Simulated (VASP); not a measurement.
# InP (I-4m2) in VASP: notebook, part 2 of 2

VASP 6.6.1. The steps go on from the part before.

### Step 4. Single point, PBE (strain -0.0100 x Voigt [0, 1, 0, 0, 0, 0])

The input, INCAR:

```
SYSTEM = InP
PREC     = Accurate       ! precision mode
ENCUT    = 520            ! plane-wave cutoff, eV
EDIFF    = 1E-7           ! SCF threshold, eV
ISMEAR   = 0              ! smearing method
SIGMA    = 0.05           ! smearing width, eV
LREAL    = .False.        ! projectors in reciprocal space
LASPH    = .True.         ! aspherical terms in the spheres
NELM     = 80             ! most SCF steps
ALGO     = Normal         ! electronic algorithm
ISIF     = 2              ! what is computed and relaxed
LWAVE    = .False.        ! write WAVECAR
LCHARG   = .False.        ! write CHGCAR
GGA      = PE             ! functional
NBANDS   = 16             ! bands
```

The input, KPOINTS:

```
regular mesh
0
Gamma
  8 8 8
  0 0 0
```

The input, POSCAR:

```
InP
1.0
    0.0000000000      2.9011950000      2.9305000000
    2.9305000000      0.0000000000      2.9305000000
    2.9305000000      2.9011950000      0.0000000000
In P
1 1
Direct
    0.0000000000      0.0000000000      0.0000000000
    0.7500000000      0.7500000000      0.7500000000
```

Potentials or basis: VASP PAW PBE potentials, release 64 (In_d, P).

On the command line:

```bash
$ cat potpaw_PBE.64/In_d/POTCAR potpaw_PBE.64/P/POTCAR > POTCAR
$ mpirun -np 1 vasp_std > vasp.out
```

OUTCAR:

```text
SYSTEM = InP
   PREC = Accurate
   ENCUT = 520
   EDIFF = 1E-7
   ISMEAR = 0
   LREAL = .False.
   LASPH = .True.
   NELM = 80
   ISIF = 2
   GGA = PE

 ion  position               nearest neighbor table
   1  0.000  0.000  0.000-   2 2.53   2 2.53   2 2.53   2 2.53
   2  0.750  0.750  0.750-   1 2.53   1 2.53   1 2.53   1 2.53

  LATTYP: Found a body centered tetragonal cell.
 ALAT       =     4.1443528445
 C/A-ratio  =     1.4000714267

  Lattice vectors:

 A1 = (   0.0000000000,  -2.9011950000,   2.9305000000)
 A2 = (   0.0000000000,  -2.9011950000,  -2.9305000000)
 A3 = (   2.9305000000,   2.9011950000,   0.0000000000)

Analysis of symmetry for initial positions (statically):
=====================================================================
 Subroutine PRICEL returns:
 Original cell was already a primitive cell.

 Routine SETGRP: Setting up the symmetry group for a
 body centered tetragonal supercell.

 Subroutine GETGRP returns: Found  8 space group operations
 (whereof  8 operations were pure point group operations)
 out of a pool of 16 trial point group operations.

The static configuration has the point symmetry D_2d.

Analysis of symmetry for dynamics (positions and initial velocities):
=====================================================================
 Subroutine PRICEL returns:
 Original cell was already a primitive cell.

 Routine SETGRP: Setting up the symmetry group for a
 body centered tetragonal supercell.

 Subroutine GETGRP returns: Found  8 space group operations
 (whereof  8 operations were pure point group operations)
 out of a pool of 16 trial point group operations.

The dynamic configuration has the point symmetry D_2d.

 Subroutine INISYM returns: Found  8 space group operations
 (whereof  8 operations are pure point group operations),
 and found     1 'primitive' translations

----------------------------------------------------------------------------------------

                                     Primitive cell

  volume of cell :      49.8299

  direct lattice vectors                    reciprocal lattice vectors
     0.000000000  2.901195000  2.930500000    -0.170619348  0.172342776  0.170619348
     2.930500000  0.000000000  2.930500000     0.170619348 -0.172342776  0.170619348
     2.930500000  2.901195000  0.000000000     0.170619348  0.172342776 -0.170619348

  length of vectors
     4.123683145  4.144352845  4.123683145     0.296519740  0.296519740  0.296519740

  position of ions in fractional coordinates (direct lattice)
     0.000000000  0.000000000  0.000000000
     0.750000000  0.750000000  0.750000000

  ion indices of the primitive-cell ions
   primitive index   ion index
                 1           1
                 2           2

----------------------------------------------------------------------------------------

 KPOINTS: regular mesh

Automatic generation of k-mesh.
 Grid dimensions read from file:
 generate k-points for:    8    8    8

 Generating k-lattice:

  Cartesian coordinates                     Fractional coordinates (reciprocal lattice)
    -0.021327419  0.021542847  0.021327419     0.125000000  0.000000000 -0.000000000
     0.021327419 -0.021542847  0.021327419     0.000000000  0.125000000  0.000000000
     0.021327419  0.021542847 -0.021327419    -0.000000000  0.000000000  0.125000000

  Length of vectors
     0.037064968  0.037064968  0.037064968

  Shift w.r.t. Gamma in fractional coordinates (k-lattice)
     0.000000000  0.000000000  0.000000000

 Subroutine IBZKPT returns following result:
 ===========================================

 Found     59 irreducible k-points:

 Following reciprocal coordinates:
            Coordinates               Weight
  0.000000  0.000000  0.000000      1.000000
  0.125000  0.000000 -0.000000      8.000000
  0.250000  0.000000 -0.000000      8.000000
  0.375000  0.000000 -0.000000      8.000000
  0.500000  0.000000 -0.000000      4.000000
  0.125000  0.125000  0.000000      4.000000
[... 16 lines left out ...]
  0.250000  0.000000  0.125000      8.000000
  0.375000  0.000000  0.125000      8.000000
 [... further k-points ...]
   k-points           NKPTS =     59   k-points in BZ     NKDIM =     59   number of bands    NBANDS=     16
   number of dos      NEDOS =    301   number of ions     NIONS =      2
   total plane-waves  NPLWV =  32768
   dimension x,y,z NGX =    32 NGY =   32 NGZ =   32
   dimension x,y,z NGXF=    64 NGYF=   64 NGZF=   64
   ions per type =               1   1
   NGX,Y,Z   is equivalent  to a cutoff of  12.90, 12.84, 12.90 a.u.
   NGXF,Y,Z  is equivalent  to a cutoff of  25.80, 25.67, 25.80 a.u.
 SYSTEM =  InP
   PREC   = accura    normal or accurate (medium, high low for compatibility)
   ISTART =      0    job   : 0-new  1-cont  2-samecut
   ICHARG =      2    charge: 1-file 2-atom 10-const
   ISPIN  =      1    spin polarized calculation?
   LNONCOLLINEAR =      F non collinear calculations
   LSORBIT =      F    spin-orbit coupling
   LASPH  =      T    aspherical Exc in radial PAW
   ENCUT  =  520.0 eV  38.22 Ry    6.18 a.u.   7.67  7.71  7.67*2*pi/ulx,y,z
   NELM   =     80;   NELMIN=  2; NELMDL= -5     # of ELM steps
   EDIFF  = 0.1E-06   stopping-criterion for ELM
   LREAL  =      F    real-space projection
   EDIFFG = 0.1E-05   stopping-criterion for IOM
   NSW    =      0    number of steps for IOM
   IBRION =     -1    ionic relax: 0-MD 1-quasi-New 2-CG
   NFREE  =      0    steps in history (QN), initial steepest desc. (CG)
   ISIF   =      2    stress and relaxation
   ISYM   =      2    0-nonsym 1-usesym 2-fastsym
   POTIM  = 0.5000    time-step for ionic-motion
   TEBEG  =    0.0;   TEEND  =   0.0 temperature during run
   PSTRESS=    0.0 pullay stress
   NELECT =      18.0000    total number of electrons
   NUPDOWN=      -1.0000    fix difference up-down
   EMIN   =  10.00;   EMAX   =-10.00  energy-range for DOS
   EFERMI =   0.00;   METHOD = LEGACY
   ISMEAR =     0;   SIGMA  =   0.05  broadening in eV -4-tet -1-fermi 0-gaus
   EFERMI_NEDOS =   21; number of points for ismear=-14 and -15
   IALGO  =     38    algorithm
   IMIX   =      4    mixing-type and parameters
     AMIX     =   0.40;   BMIX     =  1.00
     AMIX_MAG =   1.60;   BMIX_MAG =  1.00
  volume/ion in A,a.u.               =      24.91       168.13
  Fermi-wavevector in a.u.,A,eV,Ry     =   1.165920  2.203270 18.495355  1.359370
  Thomas-Fermi vector in A             =   2.302440
   LORBIT       =      0    0 simple, 1 ext, 2 COOP (PROOUT), +10 PAW based schemes
   GGA     = PE    functional components
   LHFCALC =     F    Hartree Fock is set to
   AEXX    =    0.0000 exact exchange contribution
   IVDW    =     0    specifies the selected vdW correction
   LEPSILON=     F    determine dielectric tensor
   LRPA    =     F    only Hartree local field effects (RPA)
 non-spin polarized calculation
 Gauss-broadening in eV      SIGMA  =   0.05
  energy-cutoff  :      520.00
  volume of cell :       49.83
 maximum number of plane-waves:      1363
   NGX = 15   NGY = 15   NGZ = 15

 number of electron      18.0000001 magnetization

 Free energy of the ion-electron system (eV)
  ---------------------------------------------------
  ext. energy  EPLUGINS =         0.00000000
  ---------------------------------------------------
  free energy    TOTEN  =        -8.36875118 eV

  energy without entropy =       -8.36875118  energy(sigma->0) =       -8.36875118

 E-fermi :   5.5904     XC(G=0):  -9.3274

 val. band max:        5.3313687295   @ k =   0.0000   0.0000   0.0000
 cond. band min:       6.0665380427   @ k =   0.0000   0.0000   0.0000
 fundamental gap:      0.7351693131
 Fermi energy:         5.5903874940

 k-point     1 :       0.0000    0.0000    0.0000
  band No.  band energies     occupation
      1      -8.9083      2.00000
      2      -8.9083      2.00000
      3      -8.9038      2.00000
      4      -8.7502      2.00000
      5      -8.7491      2.00000
      6      -6.2863      2.00000
[... 8 lines left out ...]
     15      14.6877      0.00000
     16      14.8411      0.00000
[... 419 lines left out ...]
 k-point    24 :       0.3750    0.0000    0.1250
  band No.  band energies     occupation
      1      -9.0142      2.00000
      2      -8.8662      2.00000
      3      -8.8612      2.00000
      4      -8.7586      2.00000
      5      -8.7320      2.00000
      6      -5.0033      2.00000
[... 8 lines left out ...]
     15      15.3638      0.00000
     16      15.4034      0.00000

 [... further k-points ...]

------------------------ aborting loop because EDIFF is reached ----------------------------------------

  FORCE on cell =-STRESS in cart. coord.  units (eV):
  Direction    XX          YY          ZZ          XY          YZ          ZX
  --------------------------------------------------------------------------------------
  -------------------------------------------------------------------------------------
  Total        1.2178899      1.3382615      1.2178899      0.0000000      0.0000000      0.0000000
  in kB       39.1586981     43.0289950     39.1586981      0.0000000      0.0000000      0.0000000
  external PRESSURE =      40.4487971 kB  Pullay stress =       0.0000000 kB

 VOLUME and BASIS-vectors are now :
 -----------------------------------------------------------------------------
  energy-cutoff  :      520.00
  volume of cell :       49.83
      direct lattice vectors                 reciprocal lattice vectors
     0.000000000  2.901195000  2.930500000    -0.170619348  0.172342776  0.170619348
     2.930500000  0.000000000  2.930500000     0.170619348 -0.172342776  0.170619348
     2.930500000  2.901195000  0.000000000     0.170619348  0.172342776 -0.170619348

 POSITION                                       TOTAL-FORCE (eV/Angst)
 -----------------------------------------------------------------------------------
      0.00000      0.00000      0.00000        -0.000000     -0.000000      0.000000
      4.39575      4.35179      4.39575         0.000000      0.000000      0.000000
 -----------------------------------------------------------------------------------
    total drift:                               -0.000000      0.000000     -0.000000

  FREE ENERGIE OF THE ION-ELECTRON SYSTEM (eV)
  ---------------------------------------------------
  free  energy   TOTEN  =        -8.3687511787 eV

  energy  without entropy=       -8.3687511787  energy(sigma->0) =       -8.36875118
```

Wall time 19 s (1 thread of Intel Xeon 6975P-C (Granite Rapids), shared host); peak memory 0.19 GiB.

Results:

```
Free energy            : -8.3688 eV
Pressure               : 4.0 GPa
Band gap on the k mesh : 0.74 eV, direct
```

Stress tensor (GPa, compression positive):
```
3.92 0.00 0.00
0.00 4.30 0.00
0.00 0.00 3.92
```

Levels at points of the mesh, in eV from the valence-band top:
| k point | band 7 | band 8 | band 9 | band 10 | band 11 | band 12 |
| --- | --- | --- | --- | --- | --- | --- |
| (0.00, 0.00, 0.00) | -0.05 | -0.05 | 0.00 | 0.74 | 4.05 | 4.07 |
| (0.50, 0.00, 0.00) | -5.81 | -1.05 | -0.98 | 1.49 | 4.75 | 4.82 |
| (0.50, 0.50, 0.00) | -5.85 | -2.37 | -2.36 | 1.73 | 2.27 | 9.21 |
| (0.50, 0.00, 0.50) | -5.78 | -2.42 | -2.42 | 1.68 | 2.17 | 9.31 |

Caveat: the cell differs from its parent crystal (strain -0.0100 x Voigt [0, 1, 0, 0, 0, 0]); spin-orbit coupling is left out, which moves the levels of the heavy elements.

### Step 5. Single point, PBE (strain +0.0100 x Voigt [0, 1, 0, 0, 0, 0])

The input, INCAR:

```
SYSTEM = InP
PREC = Accurate
ENCUT = 520
EDIFF = 1E-7
ISMEAR = 0
SIGMA = 0.05
LREAL = .False.
LASPH = .True.
NELM = 80
ALGO = Normal
ISIF = 2
LWAVE = .False.
LCHARG = .False.
GGA = PE
NBANDS = 16
```

The input, KPOINTS:

```
Automatic mesh
0
Gamma
  8 8 8
  0 0 0
```

The input, POSCAR:

```
InP
1.0
    0.0000000000      2.9598050000      2.9305000000
    2.9305000000      0.0000000000      2.9305000000
    2.9305000000      2.9598050000      0.0000000000
In P
1 1
Direct
    0.0000000000      0.0000000000      0.0000000000
    0.7500000000      0.7500000000      0.7500000000
```

Potentials or basis: VASP PAW PBE potentials, release 64 (In_d, P).

On the command line:

```bash
$ cat potpaw_PBE.64/In_d/POTCAR potpaw_PBE.64/P/POTCAR > POTCAR
$ mpirun -np 1 vasp_std > vasp.out
```

OUTCAR:

```text
SYSTEM = InP
   PREC = Accurate
   ENCUT = 520
   EDIFF = 1E-7
   ISMEAR = 0
   LREAL = .False.
   LASPH = .True.
   NELM = 80
   ISIF = 2
   GGA = PE

 ion  position               nearest neighbor table
   1  0.000  0.000  0.000-   2 2.55   2 2.55   2 2.55   2 2.55
   2  0.750  0.750  0.750-   1 2.55   1 2.55   1 2.55   1 2.55

  LATTYP: Found a body centered tetragonal cell.
 ALAT       =     4.1443528445
 C/A-ratio  =     1.4283556980

  Lattice vectors:

[... 644 lines left out ...]

  FORCE on cell =-STRESS in cart. coord.  units (eV):
  Direction    XX          YY          ZZ          XY          YZ          ZX
  --------------------------------------------------------------------------------------
  -------------------------------------------------------------------------------------
  Total        0.8538610      0.7243919      0.8538610      0.0000000      0.0000000      0.0000000
  in kB       26.9104653     22.8300892     26.9104653      0.0000000      0.0000000      0.0000000
  external PRESSURE =      25.5503399 kB  Pullay stress =       0.0000000 kB

 VOLUME and BASIS-vectors are now :
 -----------------------------------------------------------------------------
  energy-cutoff  :      520.00
  volume of cell :       50.84
      direct lattice vectors                 reciprocal lattice vectors
     0.000000000  2.959805000  2.930500000    -0.170619348  0.168930048  0.170619348
     2.930500000  0.000000000  2.930500000     0.170619348 -0.168930048  0.170619348
     2.930500000  2.959805000  0.000000000     0.170619348  0.168930048 -0.170619348

 POSITION                                       TOTAL-FORCE (eV/Angst)
 -----------------------------------------------------------------------------------
      0.00000      0.00000      0.00000         0.000000      0.000000     -0.000000
      4.39575      4.43971      4.39575        -0.000000      0.000000      0.000000
 -----------------------------------------------------------------------------------
    total drift:                                0.000000      0.000000      0.000000

  FREE ENERGIE OF THE ION-ELECTRON SYSTEM (eV)
  ---------------------------------------------------
  free  energy   TOTEN  =        -8.3896455188 eV

  energy  without entropy=       -8.3896455188  energy(sigma->0) =       -8.38964552
```

stdout:

```text
POSCAR found type information on POSCAR InP
 POSCAR found :  2 types and       2 ions
 scaLAPACK will be used
 LDA part: xc-table for (Slater+PW92), standard interpolation
 POSCAR, INCAR and KPOINTS ok, starting setup
 FFT: planning ... GRIDC
 FFT: planning ... GRID_SOFT
 FFT: planning ... GRID
 WAVECAR not read
 entering main loop
```

Run time: 19 s. Hardware: 1 thread of Intel Xeon 6975P-C (Granite Rapids), shared host; peak memory 0.2 GiB.

What came out:

```yaml
Free_energy: -8.3896 eV
Pressure: 2.6 GPa
Band_gap_on_the_k_mesh: 0.64 eV, direct
```

Levels at points of the mesh, in eV from the valence-band top:
```csv
k point,band 7,band 8,band 9,band 10,band 11,band 12
"(0.00, 0.00, 0.00)",-0.05,0.00,0.00,0.64,4.07,4.07
"(0.50, 0.00, 0.00)",-5.69,-1.00,-0.94,1.46,4.76,4.83
"(0.50, 0.50, 0.00)",-5.70,-2.32,-2.32,1.75,2.22,9.17
"(0.50, 0.00, 0.50)",-5.76,-2.26,-2.26,1.80,2.31,9.07
```

Caveat: the cell differs from its parent crystal (strain +0.0100 x Voigt [0, 1, 0, 0, 0, 0]); spin-orbit coupling is left out, which moves the levels of the heavy elements.

### Step 6. Single point, PBE (strain +0.0200 x Voigt [0, 1, 0, 0, 0, 0])

The input, INCAR:

```
SYSTEM = InP
  PREC = Accurate
  ENCUT = 520
  EDIFF = 1E-7
  ISMEAR = 0
  SIGMA = 0.05
  LREAL = .FALSE.
  LASPH = .TRUE.
  NELM = 100
  ALGO = Normal
  ISIF = 2
  LWAVE = .FALSE.
  LCHARG = .TRUE.
  GGA = PE
  LELF = .TRUE.
  LVHAR = .TRUE.
  NBANDS = 16
```

The input, KPOINTS:

```
Automatic mesh
0
G
  8 8 8
  0 0 0
```

The input, POSCAR:

```
InP
1.0
    0.0000000000      2.9891100000      2.9305000000
    2.9305000000      0.0000000000      2.9305000000
    2.9305000000      2.9891100000      0.0000000000
In P
1 1
Direct
    0.0000000000      0.0000000000      0.0000000000
    0.7500000000      0.7500000000      0.7500000000
```

Potentials or basis: VASP PAW PBE potentials, release 64 (In_d, P).

On the command line:

```bash
$ cat potpaw_PBE.64/In_d/POTCAR potpaw_PBE.64/P/POTCAR > POTCAR
$ mpirun -np 1 vasp_std > vasp.out
```

Wall time 21 s (1 thread of Intel Xeon 6975P-C (Granite Rapids), shared host); peak memory 0.2 GiB.

Results (log left out):

- Free energy: -8.3954 eV
- Pressure: 1.9 GPa
- Band gap on the k mesh: 0.57 eV, direct

Stress tensor (GPa, compression positive):
```
2.14 0.00 0.00
0.00 1.30 0.00
0.00 0.00 2.14
```

Levels at points of the mesh, in eV from the valence-band top:
```
           k point  band 6  band 7  band 8  band 9  band 10  band 11  band 12  band 13
(0.00, 0.00, 0.00)  -11.41   -0.09    0.00    0.00     0.57     4.05     4.05     4.08
(0.50, 0.00, 0.00)   -9.75   -5.66   -1.04   -0.91     1.42     4.72     4.84     7.03
(0.50, 0.50, 0.00)   -9.10   -5.65   -2.32   -2.32     1.73     2.18     9.12     9.35
(0.50, 0.00, 0.50)   -9.17   -5.77   -2.21   -2.21     1.84     2.35     8.93     9.44
```

Caveat: the cell differs from its parent crystal (strain +0.0200 x Voigt [0, 1, 0, 0, 0, 0]); spin-orbit coupling is left out, which moves the levels of the heavy elements.

### Step 7. Overview

```tsv
cell	gap on the mesh (eV)	pressure (GPa)
a = 4.083, b = 4.144 Å, angles 59.5, 61.0, 59.5°, 2 atoms	0.78	5.7
a = 4.103, b = 4.144 Å, angles 59.7, 60.7, 59.7°, 2 atoms	0.76	4.8
a = 4.124, b = 4.144 Å, angles 59.8, 60.3, 59.8°, 2 atoms	0.74	4.0
a = 4.165, b = 4.144 Å, angles 60.2, 59.7, 60.2°, 2 atoms	0.64	2.6
a = 4.186, b = 4.144 Å, angles 60.3, 59.3, 60.3°, 2 atoms	0.57	1.9
```

Alike in all rows: task single point; level PBE; potentials or basis VASP PAW PBE potentials, release 64 (In_d, P); no spin polarisation; k mesh 8 × 8 × 8; cutoff (eV) 520; smearing gaussian 0.05 eV.

Caveats: spin-orbit coupling is left out, which moves the levels of the heavy elements.

Total energies depend on the potentials used, so only differences within one code and one set of settings carry meaning.
